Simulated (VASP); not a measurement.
# Li in VASP: further runs

The runs below take Li through single point, with PBE.

Everything below comes from runs of VASP 6.6.1. Logs are shortened: lines on timing, memory, paths and dates and some standing lists are left out, and cuts for length are marked.

## 1. The cell of the first run

The cell holds layers a few Å apart, 2 atoms: a = 3.039 Å, b = 3.039 Å, c = 7.797 Å, α = 105.06°, β = 105.06°, γ = 109.47°.

## 2. Single point, PBE

The input, INCAR:

```
SYSTEM = Li
PREC     = Accurate       ! precision mode
ENCUT    = 520            ! plane-wave cutoff, eV
EDIFF    = 1E-6           ! SCF threshold, eV
ISMEAR   = 1              ! smearing method
SIGMA    = 0.1            ! smearing width, eV
LREAL    = .False.        ! projectors in reciprocal space
LASPH    = .True.         ! aspherical terms in the spheres
NELM     = 100            ! most SCF steps
ALGO     = Normal         ! electronic algorithm
ISIF     = 2              ! what is computed and relaxed
LWAVE    = .False.        ! write WAVECAR
LCHARG   = .False.        ! write CHGCAR
GGA      = PE             ! functional
NBANDS   = 10             ! bands
```

The input, KPOINTS:

```
Automatic mesh
0
Gamma
  7 7 7
  0 0 0
```

The input, POSCAR:

```
Li
1.0
   -1.7546500000      1.7546500000      1.7546500000
    1.7546500000     -1.7546500000      1.7546500000
    4.9235135624      4.9235135624     -3.5093000000
Li
2
Direct
    0.0000000000      0.0000000000      0.0000000000
   -0.1436183271     -0.1436183271      0.3563816729
```

Potentials or basis: VASP PAW PBE potentials, release 64 (Li_sv).

On the command line:

```
$ cat potpaw_PBE.64/Li_sv/POTCAR > POTCAR
$ mpirun -np 1 vasp_std > vasp.out
```

OUTCAR:

```text
SYSTEM = Li
   PREC = Accurate
   ENCUT = 520
   EDIFF = 1E-6
   ISMEAR = 1
   LREAL = .False.
   LASPH = .True.
   NELM = 100
   ISIF = 2
   GGA = PE

 ion  position               nearest neighbor table
   1  0.000  0.000  0.000-
   2  0.856  0.856  0.356-

  LATTYP: Found a base centered orthorhombic cell.
 ALAT       =     3.5093000000
 B/A-ratio  =     1.4142135624
 C/A-ratio  =     1.9841277903

  Lattice vectors:

 A1 = (  -1.7546500000,   1.7546500000,   1.7546500000)
 A2 = (   1.7546500000,  -1.7546500000,   1.7546500000)
 A3 = (   4.9235135624,   4.9235135624,   0.0000000000)

Analysis of symmetry for initial positions (statically):
=====================================================================
 Subroutine PRICEL returns:
 Original cell was already a primitive cell.

 Routine SETGRP: Setting up the symmetry group for a
 base centered orthorhombic supercell.

 Subroutine GETGRP returns: Found  8 space group operations
 (whereof  4 operations were pure point group operations)
 out of a pool of  8 trial point group operations.

The static configuration has the point symmetry C_2v.
 The point group associated with its full space group is D_2h.

Analysis of symmetry for dynamics (positions and initial velocities):
=====================================================================
 Subroutine PRICEL returns:
 Original cell was already a primitive cell.

 Routine SETGRP: Setting up the symmetry group for a
 base centered orthorhombic supercell.

 Subroutine GETGRP returns: Found  8 space group operations
 (whereof  4 operations were pure point group operations)
 out of a pool of  8 trial point group operations.

The dynamic configuration has the point symmetry C_2v.
 The point group associated with its full space group is D_2h.

 Subroutine INISYM returns: Found  8 space group operations
 (whereof  4 operations are pure point group operations),
 and found     1 'primitive' translations

----------------------------------------------------------------------------------------

                                     Primitive cell

  volume of cell :      60.6340

  direct lattice vectors                    reciprocal lattice vectors
    -1.754650000  1.754650000  1.754650000    -0.040925064  0.244032050  0.284957114
     1.754650000 -1.754650000  1.754650000     0.244032050 -0.040925064  0.284957114
     4.923513562  4.923513562 -3.509300000     0.101553493  0.101553493  0.000000000

  length of vectors
     3.039142950  3.039142950  7.797253240     0.377395097  0.377395097  0.143618327

  position of ions in fractional coordinates (direct lattice)
     0.000000000  0.000000000  0.000000000
     0.856381673  0.856381673  0.356381673

  ion indices of the primitive-cell ions
   primitive index   ion index
                 1           1
                 2           2

----------------------------------------------------------------------------------------

 KPOINTS: Automatic mesh

Automatic generation of k-mesh.
 Grid dimensions read from file:
 generate k-points for:    7    7    7

 Generating k-lattice:

  Cartesian coordinates                     Fractional coordinates (reciprocal lattice)
    -0.005846438  0.034861721  0.040708159     0.142857143 -0.000000000  0.000000000
     0.034861721 -0.005846438  0.040708159    -0.000000000  0.142857143  0.000000000
     0.014507642  0.014507642  0.000000000     0.000000000  0.000000000  0.142857143

  Length of vectors
     0.053913585  0.053913585  0.020516904

  Shift w.r.t. Gamma in fractional coordinates (k-lattice)
     0.000000000  0.000000000  0.000000000

 Subroutine IBZKPT returns following result:
 ===========================================

 Found     64 irreducible k-points:

 Following reciprocal coordinates:
            Coordinates               Weight
  0.000000  0.000000  0.000000      1.000000
  0.142857  0.000000  0.000000      8.000000
  0.285714  0.000000  0.000000      8.000000
  0.428571  0.000000  0.000000      8.000000
  0.142857  0.142857  0.000000      4.000000
  0.285714  0.142857 -0.000000      8.000000
[... 16 lines left out ...]
  0.142857  0.142857  0.142857      4.000000
  0.428571  0.142857  0.142857      8.000000
 [... further k-points ...]
   k-points           NKPTS =     64   k-points in BZ     NKDIM =     64   number of bands    NBANDS=     10
   number of dos      NEDOS =    301   number of ions     NIONS =      2
   total plane-waves  NPLWV =  34560
   dimension x,y,z NGX =    24 NGY =   24 NGZ =   60
   dimension x,y,z NGXF=    48 NGYF=   48 NGZF=  120
   ions per type =               2
   NGX,Y,Z   is equivalent  to a cutoff of  13.13, 13.13, 12.79 a.u.
   NGXF,Y,Z  is equivalent  to a cutoff of  26.26, 26.26, 25.59 a.u.
 SYSTEM =  Li
   PREC   = accura    normal or accurate (medium, high low for compatibility)
   ISTART =      0    job   : 0-new  1-cont  2-samecut
   ICHARG =      2    charge: 1-file 2-atom 10-const
   ISPIN  =      1    spin polarized calculation?
   LNONCOLLINEAR =      F non collinear calculations
   LSORBIT =      F    spin-orbit coupling
   LASPH  =      T    aspherical Exc in radial PAW
   ENCUT  =  520.0 eV  38.22 Ry    6.18 a.u.   5.65  5.65 14.50*2*pi/ulx,y,z
   NELM   =    100;   NELMIN=  2; NELMDL= -5     # of ELM steps
   EDIFF  = 0.1E-05   stopping-criterion for ELM
   LREAL  =      F    real-space projection
   EDIFFG = 0.1E-04   stopping-criterion for IOM
   NSW    =      0    number of steps for IOM
   IBRION =     -1    ionic relax: 0-MD 1-quasi-New 2-CG
   NFREE  =      0    steps in history (QN), initial steepest desc. (CG)
   ISIF   =      2    stress and relaxation
   ISYM   =      2    0-nonsym 1-usesym 2-fastsym
   POTIM  = 0.5000    time-step for ionic-motion
   TEBEG  =    0.0;   TEEND  =   0.0 temperature during run
   PSTRESS=    0.0 pullay stress
   NELECT =       6.0000    total number of electrons
   NUPDOWN=      -1.0000    fix difference up-down
   EMIN   =  10.00;   EMAX   =-10.00  energy-range for DOS
   EFERMI =   0.00;   METHOD = LEGACY
   ISMEAR =     1;   SIGMA  =   0.10  broadening in eV -4-tet -1-fermi 0-gaus
   EFERMI_NEDOS =   21; number of points for ismear=-14 and -15
   IALGO  =     38    algorithm
   IMIX   =      4    mixing-type and parameters
     AMIX     =   0.40;   BMIX     =  1.00
     AMIX_MAG =   1.60;   BMIX_MAG =  1.00
  volume/ion in A,a.u.               =      30.32       204.59
  Fermi-wavevector in a.u.,A,eV,Ry     =   0.757216  1.430931  7.801258  0.573376
  Thomas-Fermi vector in A             =   1.855512
   LORBIT       =      0    0 simple, 1 ext, 2 COOP (PROOUT), +10 PAW based schemes
   GGA     = PE    functional components
   LHFCALC =     F    Hartree Fock is set to
   AEXX    =    0.0000 exact exchange contribution
   IVDW    =     0    specifies the selected vdW correction
   LEPSILON=     F    determine dielectric tensor
   LRPA    =     F    only Hartree local field effects (RPA)
 non-spin polarized calculation
 Methfessel and Paxton  Order N= 1 SIGMA  =   0.10
  energy-cutoff  :      520.00
  volume of cell :       60.63
 maximum number of plane-waves:      1650
   NGX = 11   NGY = 11   NGZ = 29

 number of electron       5.9999993 magnetization

 Free energy of the ion-electron system (eV)
  ---------------------------------------------------
  ext. energy  EPLUGINS =         0.00000000
  ---------------------------------------------------
  free energy    TOTEN  =        -3.42645774 eV

  energy without entropy =       -3.42644738  energy(sigma->0) =       -3.42645428

 E-fermi :  -0.3525     XC(G=0):  -5.9928

 val. band max:       -0.3694321279   @ k =   0.2857   0.2857   0.2857
 cond. band min:      -0.2969038016   @ k =   0.2857   0.2857   0.1429
 fundamental gap:      0.0725283263
 Fermi energy:        -0.3524634963

 k-point     1 :       0.0000    0.0000    0.0000
  band No.  band energies     occupation
      1     -47.5090      2.00000
      2     -47.5017      2.00000
      3      -3.4945      2.00000
      4      -0.7406      2.00000
      5      -0.4589      2.06121
      6       7.6594      0.00000
      7       7.9031      0.00000
      8       9.9837      0.00000
      9      11.2422      0.00000
     10      12.0412      0.00000

 k-point     2 :       0.1429    0.0000    0.0000
  band No.  band energies     occupation
      1     -47.5073      2.00000
      2     -47.5007      2.00000
      3      -3.1707      2.00000
      4      -0.9443      2.00000
      5       0.4611     -0.00000
      6       6.4475      0.00000
      7       8.1055      0.00000
      8       9.4023      0.00000
      9      10.3173      0.00000
     10      10.4129      0.00000

 k-point     3 :       0.2857    0.0000    0.0000
  band No.  band energies     occupation
      1     -47.5032      2.00000
      2     -47.4986      2.00000
      3      -2.2276      2.00000
      4      -0.5651      2.01041
      5       2.1485      0.00000
      6       4.5329      0.00000
      7       6.4297      0.00000
      8       6.8687      0.00000
      9       9.5845      0.00000
     10      10.1615      0.00000

 k-point     4 :       0.4286    0.0000    0.0000
  band No.  band energies     occupation
      1     -47.4992      2.00000
      2     -47.4976      2.00000
      3      -0.8131      2.00000
      4       0.1534     -0.00000
      5       2.3718      0.00000
      6       3.6138      0.00000
      7       4.8159      0.00000
      8       6.6329      0.00000
      9       7.9049      0.00000
     10       9.3225      0.00000
[... 222 lines left out ...]
 k-point    22 :      -0.1429    0.0000    0.1429
  band No.  band energies     occupation
      1     -47.5073      2.00000
      2     -47.5007      2.00000
      3      -3.2065      2.00000
      4      -0.3727      1.33452
      5      -0.2184     -0.06738
      6       7.3494      0.00000
      7       8.1036      0.00000
      8       8.5275      0.00000
      9      10.3061      0.00000
     10      10.4106      0.00000

 k-point    23 :       0.1429    0.1429    0.1429
  band No.  band energies     occupation
      1     -47.5049      2.00000
      2     -47.4999      2.00000
      3      -2.5051      2.00000
      4      -1.2404      2.00000
      5       2.5683      0.00000
      6       4.5561      0.00000
      7       6.5689      0.00000
      8       8.2600      0.00000
      9       8.4982      0.00000
     10       9.2926      0.00000

 k-point    24 :       0.4286    0.1429    0.1429
  band No.  band energies     occupation
      1     -47.4976      2.00000
      2     -47.4969      2.00000
      3      -0.0672     -0.00041
      4       0.3781     -0.00000
      5       2.7196      0.00000
      6       3.2950      0.00000
      7       5.0642      0.00000
      8       5.7999      0.00000
      9       7.1725      0.00000
     10       8.7069      0.00000

 [... further k-points ...]

------------------------ aborting loop because EDIFF is reached ----------------------------------------

  FORCE on cell =-STRESS in cart. coord.  units (eV):
  Direction    XX          YY          ZZ          XY          YZ          ZX
  --------------------------------------------------------------------------------------
  -------------------------------------------------------------------------------------
  Total       -0.5145600     -0.5145600     -0.4634411     -0.6017219     -0.0000000      0.0000000
  in kB      -13.5966040    -13.5966040    -12.2458512    -15.8997491     -0.0000000      0.0000000
  external PRESSURE =     -13.1463531 kB  Pullay stress =       0.0000000 kB

 VOLUME and BASIS-vectors are now :
 -----------------------------------------------------------------------------
  energy-cutoff  :      520.00
  volume of cell :       60.63
      direct lattice vectors                 reciprocal lattice vectors
    -1.754650000  1.754650000  1.754650000    -0.040925064  0.244032050  0.284957114
     1.754650000 -1.754650000  1.754650000     0.244032050 -0.040925064  0.284957114
     4.923513562  4.923513562 -3.509300000     0.101553493  0.101553493  0.000000000

 POSITION                                       TOTAL-FORCE (eV/Angst)
 -----------------------------------------------------------------------------------
      0.00000      0.00000      0.00000        -0.021345     -0.021345      0.000000
      1.75465      1.75465      1.75465         0.021345      0.021345      0.000000
 -----------------------------------------------------------------------------------
    total drift:                                0.000008      0.000008     -0.000005

  FREE ENERGIE OF THE ION-ELECTRON SYSTEM (eV)
  ---------------------------------------------------
  free  energy   TOTEN  =        -3.4264577369 eV

  energy  without entropy=       -3.4264473760  energy(sigma->0) =       -3.42645428
```

Run time: 26 s. Hardware: 1 thread of Intel Xeon 8259CL, shared host; peak memory 0.18 GiB.

What came out:

- Free energy: -3.4265 eV
- Largest force: 0.030 eV/Å
- Band gap on the k mesh: zero (bands 3 and 4 overlap by 2.81 eV)

Forces on the atoms (eV/Å):
```
Li  -0.021 -0.021  0.000
Li   0.021  0.021  0.000
```

Levels at points of the mesh, in eV from the Fermi level:
| k point | band 1 | band 2 | band 3 | band 4 | band 5 | band 6 | band 7 | band 8 |
| --- | --- | --- | --- | --- | --- | --- | --- | --- |
| (0.00, 0.00, 0.00) | -47.16 | -47.15 | -3.14 | -0.39 | -0.11 | 8.01 | 8.26 | 10.34 |

Caveat: the cutoff is under 1.25 times the usual one of these potentials, so pressure, stress and relaxed cells hold a basis-set (Pulay) error.

## 3. Single point, PBE

This run uses another cell than the first one.

The input, INCAR:

```
  PREC = Accurate
  ENCUT = 520
  EDIFF = 1E-6
  ISMEAR = 1
  SIGMA = 0.1
  LREAL = F
  LASPH = T
  NELM = 60
  ALGO = Normal
  ISIF = 2
  LWAVE = F
  LCHARG = T
  GGA = PE
  LELF = T
  LVHAR = T
  NBANDS = 10
```

The input, KPOINTS:

```
Automatic mesh
0
Gamma
  7 7 7
```

The input, POSCAR:

```
Li
1.0
   -1.7546500000      1.7546500000      1.7546500000
    1.7546500000     -1.7546500000      1.7546500000
    6.3377271247      6.3377271247     -3.5093000000
Li
2
Direct
    0.0000000000      0.0000000000      0.0000000000
   -0.2231420720     -0.2231420720      0.2768579280
```

Potentials or basis: VASP PAW PBE potentials, release 64 (Li_sv).

On the command line:

```
$ cat potpaw_PBE.64/Li_sv/POTCAR > POTCAR
$ mpirun -np 1 vasp_std > vasp.out
```

Run time: 55 s. Hardware: 1 thread of Intel Xeon 8259CL, shared host; peak memory 0.2 GiB.

It converged, with:

```yaml
Free_energy: -3.2828 eV
Largest_force: 0.107 eV/Å
Band_gap_on_the_k_mesh: zero (bands 3 and 4 overlap by 2.26 eV)
```

Forces in eV/Å, atoms in the order of the input:
```
Li   0.076  0.076  0.000
Li  -0.076 -0.076  0.000
```

Levels at points of the mesh, in eV from the Fermi level:
| k point | band 1 | band 2 | band 3 | band 4 | band 5 | band 6 |
| --- | --- | --- | --- | --- | --- | --- |
| (0.00, 0.00, 0.00) | -47.13 | -47.12 | -3.03 | -0.93 | 0.04 | 4.64 |

Caveat: the cutoff is under 1.25 times the usual one of these potentials, so pressure, stress and relaxed cells hold a basis-set (Pulay) error; there is no dipole correction, which matters where the two faces differ.

The gap in the log of VASP goes by the Fermi energy; the results here count the filled bands.